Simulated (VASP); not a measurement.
# AlCu3 (Fm-3m) in VASP: notebook

AlCu3 is run at these levels: LDA; tasks: single point, relaxation of cell and atoms.

Everything below comes from runs of VASP 6.6.1. Logs are shortened: lines on timing, memory, paths and dates and some standing lists are left out, and cuts for length are marked.

## (1) The cell of the first run

Symmetry: Fm-3m, No. 225, cubic system. Conventional cell: a = 5.699 Å, b = 5.699 Å, c = 5.699 Å, α = 90.00°, β = 90.00°, γ = 90.00°. Al (site symmetry m-3m) has 14 Cu at 2.47 to 2.85 Å within 3.3 Å. Within 3.3 Å of Cu (site symmetry m-3m) lie 8 Cu at 2.47 Å and 6 Al at 2.85 Å. Cu (site symmetry -43m) has 4 Al at 2.47 Å and 10 Cu at 2.47 to 2.85 Å within 3.3 Å.

## (2) Single point, LDA

Contents of INCAR:

```
SYSTEM = AlCu3
PREC = Accurate
ENCUT = 520
EDIFF = 1E-6
ISMEAR = 0
SIGMA = 0.1
LREAL = .FALSE.
LASPH = .TRUE.
NELM = 100
ALGO = Fast
ISIF = 2
LWAVE = .FALSE.
LCHARG = .FALSE.
NBANDS = 26
```

Contents of KPOINTS:

```
Automatic mesh
0
G
  12 12 12
  0 0 0
```

Contents of POSCAR:

```
AlCu3
1.0
    0.0000000000      2.8493776190      2.8493776190
    2.8493776190      0.0000000000      2.8493776190
    2.8493776190      2.8493776190      0.0000000000
Al Cu
1 3
Direct
    0.0000000000      0.0000000000      0.0000000000
    0.5000000000      0.5000000000      0.5000000000
    0.2500000000      0.2500000000      0.2500000000
    0.7500000000      0.7500000000      0.7500000000
```

Potentials or basis: VASP PAW LDA potentials, release 64 (Al, Cu).

Command:

```console
$ cat potpaw_LDA.64/Al/POTCAR potpaw_LDA.64/Cu/POTCAR > POTCAR
$ mpirun -np 1 vasp_std > vasp.out
```

OUTCAR:

```text
SYSTEM = AlCu3
   PREC = Accurate
   ENCUT = 520
   EDIFF = 1E-6
   ISMEAR = 0
   LREAL = .FALSE.
   LASPH = .TRUE.
   NELM = 100
   ISIF = 2

 ion  position               nearest neighbor table
   1  0.000  0.000  0.000-   4 2.47   4 2.47   4 2.47   3 2.47   4 2.47   3 2.47   3 2.47   3 2.47
                             2 2.85   2 2.85   2 2.85   2 2.85   2 2.85   2 2.85
   2  0.500  0.500  0.500-   3 2.47   3 2.47   3 2.47   3 2.47   4 2.47   4 2.47   4 2.47   4 2.47
                             1 2.85   1 2.85   1 2.85   1 2.85   1 2.85   1 2.85
   3  0.250  0.250  0.250-   1 2.47   1 2.47   1 2.47   1 2.47   2 2.47   2 2.47   2 2.47   2 2.47

   4  0.750  0.750  0.750-   2 2.47   2 2.47   2 2.47   1 2.47   2 2.47   1 2.47   1 2.47   1 2.47

  LATTYP: Found a face centered cubic cell.
 ALAT       =     5.6987552380

  Lattice vectors:

 A1 = (   0.0000000000,   2.8493776190,   2.8493776190)
 A2 = (   2.8493776190,   0.0000000000,   2.8493776190)
 A3 = (   2.8493776190,   2.8493776190,   0.0000000000)

Analysis of symmetry for initial positions (statically):
=====================================================================
 Subroutine PRICEL returns:
 Original cell was already a primitive cell.

 Routine SETGRP: Setting up the symmetry group for a
 face centered cubic supercell.

 Subroutine GETGRP returns: Found 48 space group operations
 (whereof 48 operations were pure point group operations)
 out of a pool of 48 trial point group operations.

The static configuration has the point symmetry O_h .

Analysis of symmetry for dynamics (positions and initial velocities):
=====================================================================
 Subroutine PRICEL returns:
 Original cell was already a primitive cell.

 Routine SETGRP: Setting up the symmetry group for a
 face centered cubic supercell.

 Subroutine GETGRP returns: Found 48 space group operations
 (whereof 48 operations were pure point group operations)
 out of a pool of 48 trial point group operations.

The dynamic configuration has the point symmetry O_h .

 Subroutine INISYM returns: Found 48 space group operations
 (whereof 48 operations are pure point group operations),
 and found     1 'primitive' translations

----------------------------------------------------------------------------------------

                                     Primitive cell

  volume of cell :      46.2679

  direct lattice vectors                    reciprocal lattice vectors
     0.000000000  2.849377619  2.849377619    -0.175476917  0.175476917  0.175476917
     2.849377619  0.000000000  2.849377619     0.175476917 -0.175476917  0.175476917
     2.849377619  2.849377619  0.000000000     0.175476917  0.175476917 -0.175476917

  length of vectors
     4.029628473  4.029628473  4.029628473     0.303934936  0.303934936  0.303934936

  position of ions in fractional coordinates (direct lattice)
     0.000000000  0.000000000  0.000000000
     0.500000000  0.500000000  0.500000000
     0.250000000  0.250000000  0.250000000
     0.750000000  0.750000000  0.750000000

  ion indices of the primitive-cell ions
   primitive index   ion index
                 1           1
                 2           2
                 3           3
                 4           4

----------------------------------------------------------------------------------------

 KPOINTS: Automatic mesh

Automatic generation of k-mesh.
 Grid dimensions read from file:
 generate k-points for:   12   12   12

 Generating k-lattice:

  Cartesian coordinates                     Fractional coordinates (reciprocal lattice)
    -0.014623076  0.014623076  0.014623076     0.083333333  0.000000000  0.000000000
     0.014623076 -0.014623076  0.014623076     0.000000000  0.083333333  0.000000000
     0.014623076  0.014623076 -0.014623076     0.000000000  0.000000000  0.083333333

  Length of vectors
     0.025327911  0.025327911  0.025327911

  Shift w.r.t. Gamma in fractional coordinates (k-lattice)
     0.000000000  0.000000000  0.000000000

 Subroutine IBZKPT returns following result:
 ===========================================

 Found     72 irreducible k-points:

 Following reciprocal coordinates:
            Coordinates               Weight
  0.000000  0.000000  0.000000      1.000000
  0.083333  0.000000  0.000000      8.000000
  0.166667  0.000000  0.000000      8.000000
  0.250000  0.000000  0.000000      8.000000
  0.333333  0.000000  0.000000      8.000000
  0.416667  0.000000  0.000000      8.000000
[... 16 lines left out ...]
  0.500000  0.166667  0.000000     24.000000
 -0.416667  0.166667  0.000000     24.000000
 [... further k-points ...]
   k-points           NKPTS =     72   k-points in BZ     NKDIM =     72   number of bands    NBANDS=     26
   number of dos      NEDOS =    301   number of ions     NIONS =      4
   total plane-waves  NPLWV =  27000
   dimension x,y,z NGX =    30 NGY =   30 NGZ =   30
   dimension x,y,z NGXF=    60 NGYF=   60 NGZF=   60
   ions per type =               1   3
   NGX,Y,Z   is equivalent  to a cutoff of  12.38, 12.38, 12.38 a.u.
   NGXF,Y,Z  is equivalent  to a cutoff of  24.75, 24.75, 24.75 a.u.
 SYSTEM =  AlCu3
   PREC   = accura    normal or accurate (medium, high low for compatibility)
   ISTART =      0    job   : 0-new  1-cont  2-samecut
   ICHARG =      2    charge: 1-file 2-atom 10-const
   ISPIN  =      1    spin polarized calculation?
   LNONCOLLINEAR =      F non collinear calculations
   LSORBIT =      F    spin-orbit coupling
   LASPH  =      T    aspherical Exc in radial PAW
   ENCUT  =  520.0 eV  38.22 Ry    6.18 a.u.   7.49  7.49  7.49*2*pi/ulx,y,z
   NELM   =    100;   NELMIN=  2; NELMDL= -5     # of ELM steps
   EDIFF  = 0.1E-05   stopping-criterion for ELM
   LREAL  =      F    real-space projection
   EDIFFG = 0.1E-04   stopping-criterion for IOM
   NSW    =      0    number of steps for IOM
   IBRION =     -1    ionic relax: 0-MD 1-quasi-New 2-CG
   NFREE  =      0    steps in history (QN), initial steepest desc. (CG)
   ISIF   =      2    stress and relaxation
   ISYM   =      2    0-nonsym 1-usesym 2-fastsym
   POTIM  = 0.5000    time-step for ionic-motion
   TEBEG  =    0.0;   TEEND  =   0.0 temperature during run
   PSTRESS=    0.0 pullay stress
   NELECT =      36.0000    total number of electrons
   NUPDOWN=      -1.0000    fix difference up-down
   EMIN   =  10.00;   EMAX   =-10.00  energy-range for DOS
   EFERMI =   0.00;   METHOD = LEGACY
   ISMEAR =     0;   SIGMA  =   0.10  broadening in eV -4-tet -1-fermi 0-gaus
   EFERMI_NEDOS =   21; number of points for ismear=-14 and -15
   IALGO  =     68    algorithm
   IMIX   =      4    mixing-type and parameters
     AMIX     =   0.40;   BMIX     =  1.00
     AMIX_MAG =   1.60;   BMIX_MAG =  1.00
  volume/ion in A,a.u.               =      11.57        78.06
  Fermi-wavevector in a.u.,A,eV,Ry     =   1.505737  2.845429 30.847707  2.267243
  Thomas-Fermi vector in A             =   2.616546
   LORBIT       =      0    0 simple, 1 ext, 2 COOP (PROOUT), +10 PAW based schemes
   GGA     = CA    functional components
   LHFCALC =     F    Hartree Fock is set to
   AEXX    =    0.0000 exact exchange contribution
   IVDW    =     0    specifies the selected vdW correction
   LEPSILON=     F    determine dielectric tensor
   LRPA    =     F    only Hartree local field effects (RPA)
 non-spin polarized calculation
 RMM-DIIS sequential band-by-band and
 Gauss-broadening in eV      SIGMA  =   0.10
  energy-cutoff  :      520.00
  volume of cell :       46.27
 maximum number of plane-waves:      1283
 NGX is ok and might be reduce to    30
   NGX = 15   NGY = 15   NGZ = 15

 number of electron      36.0000031 magnetization

 Free energy of the ion-electron system (eV)
  ---------------------------------------------------
  ext. energy  EPLUGINS =         0.00000000
  ---------------------------------------------------
  free energy    TOTEN  =       -19.05423787 eV

  energy without entropy =      -19.04945770  energy(sigma->0) =      -19.05184778

 E-fermi :   8.9686     XC(G=0): -12.8547

 val. band max:        8.9397593158   @ k =   0.3333   0.2500   0.0833
 cond. band min:       8.9747323110   @ k =  -0.1667   0.1667   0.0000
 fundamental gap:      0.0349729952
 Fermi energy:         8.9685791832

 k-point     1 :       0.0000    0.0000    0.0000
  band No.  band energies     occupation
      1      -1.9212      2.00000
      2       4.0003      2.00000
      3       4.0003      2.00000
      4       4.1069      2.00000
      5       4.1069      2.00000
      6       4.1069      2.00000
[... 18 lines left out ...]
     25      15.9413      0.00000
     26      15.9413      0.00000

 k-point     2 :       0.0833    0.0000    0.0000
  band No.  band energies     occupation
      1      -1.8220      2.00000
      2       3.9761      2.00000
      3       3.9761      2.00000
      4       4.0675      2.00000
      5       4.1755      2.00000
      6       4.1755      2.00000
[... 18 lines left out ...]
     25      15.6549      0.00000
     26      15.8963      0.00000

 k-point     3 :       0.1667    0.0000    0.0000
  band No.  band energies     occupation
      1      -1.5266      2.00000
      2       3.9540      2.00000
      3       3.9700      2.00000
      4       3.9700      2.00000
      5       4.3065      2.00000
      6       4.3065      2.00000
[... 18 lines left out ...]
     25      15.5543      0.00000
     26      16.3392      0.00000

 k-point     4 :       0.2500    0.0000    0.0000
  band No.  band energies     occupation
      1      -1.0423      2.00000
      2       3.7188      2.00000
      3       4.0048      2.00000
      4       4.0048      2.00000
      5       4.4505      2.00000
      6       4.4505      2.00000
[... 18 lines left out ...]
     25      16.3417      0.00000
     26      17.3400      0.00000
[... 496 lines left out ...]
      1       0.1874      2.00000
      2       2.9741      2.00000
      3       3.9253      2.00000
      4       4.3193      2.00000
      5       4.3698      2.00000
      6       4.5662      2.00000
[... 18 lines left out ...]
     25      19.7196      0.00000
     26      20.7698      0.00000

 k-point    23 :       0.5000    0.1667    0.0000
  band No.  band energies     occupation
      1       0.9928      2.00000
      2       2.2589      2.00000
      3       3.8743      2.00000
      4       4.3324      2.00000
      5       4.3649      2.00000
      6       4.6129      2.00000
[... 18 lines left out ...]
     25      19.7000      0.00000
     26      21.1726      0.00000

 k-point    24 :      -0.4167    0.1667    0.0000
  band No.  band energies     occupation
      1       1.2431      2.00000
      2       2.0259      2.00000
      3       3.9004      2.00000
      4       4.2686      2.00000
      5       4.3473      2.00000
      6       4.6395      2.00000
[... 18 lines left out ...]
     25      18.3591      0.00000
     26      19.6517      0.00000

 [... further k-points ...]
[... 5 lines left out ...]
  --------------------------------------------------------------------------------------
  -------------------------------------------------------------------------------------
  Total        0.1931033      0.1931033      0.1931033     -0.0000000      0.0000000      0.0000000
  in kB        6.6868310      6.6868310      6.6868310     -0.0000000      0.0000000      0.0000000
  external PRESSURE =       6.6868310 kB  Pullay stress =       0.0000000 kB

 VOLUME and BASIS-vectors are now :
 -----------------------------------------------------------------------------
  energy-cutoff  :      520.00
  volume of cell :       46.27
      direct lattice vectors                 reciprocal lattice vectors
     0.000000000  2.849377619  2.849377619    -0.175476917  0.175476917  0.175476917
     2.849377619  0.000000000  2.849377619     0.175476917 -0.175476917  0.175476917
     2.849377619  2.849377619  0.000000000     0.175476917  0.175476917 -0.175476917

 POSITION                                       TOTAL-FORCE (eV/Angst)
 -----------------------------------------------------------------------------------
      0.00000      0.00000      0.00000         0.000000      0.000000     -0.000000
      2.84938      2.84938      2.84938         0.000000      0.000000     -0.000000
      1.42469      1.42469      1.42469        -0.000000     -0.000000     -0.000000
      4.27407      4.27407      4.27407        -0.000000      0.000000      0.000000
 -----------------------------------------------------------------------------------
    total drift:                                0.000000     -0.000000      0.000000

  FREE ENERGIE OF THE ION-ELECTRON SYSTEM (eV)
  ---------------------------------------------------
  free  energy   TOTEN  =       -19.0542378680 eV

  energy  without entropy=      -19.0494577019  energy(sigma->0) =      -19.05184778
```

Wall time 1.9 min (1 thread of Intel Xeon Platinum 8259CL at 2.50GHz (Skylake/Cascade Lake), shared host); peak memory 0.19 GiB.

Results:

| Property | Result |
| --- | --- |
| Free energy | -19.0542 eV |
| Pressure | 0.7 GPa |
| Band gap on the k mesh | zero (band 18 reaches 12.81 eV, above the bottom of band 19 at 6.78 eV) |

## (3) Relaxation of cell and atoms, LDA

This run uses another cell than the first one, of 12.04 Å³/atom, 1.041 times its volume.

Contents of INCAR:

```
  PREC = Accurate
  ENCUT = 600
  EDIFF = 1E-6
  ISMEAR = 0
  SIGMA = 0.1
  LREAL = False
  LASPH = True
  NELM = 60
  ALGO = Normal
  ISIF = 3
  LWAVE = False
  LCHARG = False
  IBRION = 2
  NSW = 100
  EDIFFG = -0.005
```

Contents of KPOINTS:

```
regular mesh
0
Gamma
  12 12 12
```

Contents of POSCAR:

```
AlCu3
1.0
    0.0000000000      2.8880109880      2.8880109880
    2.8880109880      0.0000000000      2.8880109880
    2.8880109880      2.8880109880      0.0000000000
Al Cu
1 3
Direct
    0.0000000000      0.0000000000      0.0000000000
    0.5000000000      0.5000000000      0.5000000000
    0.2500000000      0.2500000000      0.2500000000
    0.7500000000      0.7500000000      0.7500000000
```

Potentials or basis: VASP PAW LDA potentials, release 64 (Al, Cu).

Command:

```console
$ cat potpaw_LDA.64/Al/POTCAR potpaw_LDA.64/Cu/POTCAR > POTCAR
$ mpirun -np 1 vasp_std > vasp.out
```

Wall time 4.2 min (1 thread of Intel Xeon Platinum 8259CL at 2.50GHz (Skylake/Cascade Lake), shared host); peak memory 0.23 GiB.

It converged, with:

- Free energy: -19.0553 eV
- Relaxed volume: 11.62 Å³/atom
- Relaxed cell: a = 4.035 Å, b = 4.035 Å, c = 4.035 Å, α = 60.00°, β = 60.00°, γ = 60.00°
- Space group after relaxing (to 0.05 Å): Fm-3m (No. 225)
- Energy gained by relaxing: 7.5 meV/atom
- Ionic steps: 3
- Pressure after relaxing: 0.1 GPa
- Band gap on the k mesh: zero (band 18 reaches 12.75 eV, above the bottom of band 19 at 6.73 eV)

The path:
```csv
step,energy change (eV),largest force (eV/Å),pressure (GPa),volume (Å³)
1,0.0000,0.0000,-5.41,48.18
2,-0.0169,0.0000,4.18,45.40
3,-0.0300,0.0000,0.07,46.46
```

Final structure:
```
Al Cu
1.0
     0.00000    2.85335    2.85335
     2.85335    0.00000    2.85335
     2.85335    2.85335    0.00000
Al Cu
1 3
Direct
  0.00000 0.00000 0.00000
  0.50000 0.50000 0.50000
  0.25000 0.25000 0.25000
  0.75000 0.75000 0.75000
```

Levels at points of the mesh, in eV from the Fermi level:
| k point | band 15 | band 16 | band 17 | band 18 | band 19 | band 20 | band 21 | band 22 |
| --- | --- | --- | --- | --- | --- | --- | --- | --- |
| (0.00, 0.00, 0.00) | -2.60 | -2.60 | 3.84 | 3.84 | 3.84 | 4.30 | 4.30 | 4.30 |
| (0.50, 0.00, 0.00) | -2.55 | -2.55 | -2.25 | 2.73 | 2.73 | 3.04 | 3.04 | 3.78 |
| (0.50, 0.50, 0.00) | -2.46 | -2.40 | -2.21 | -2.21 | -2.18 | 2.08 | 2.49 | 11.10 |
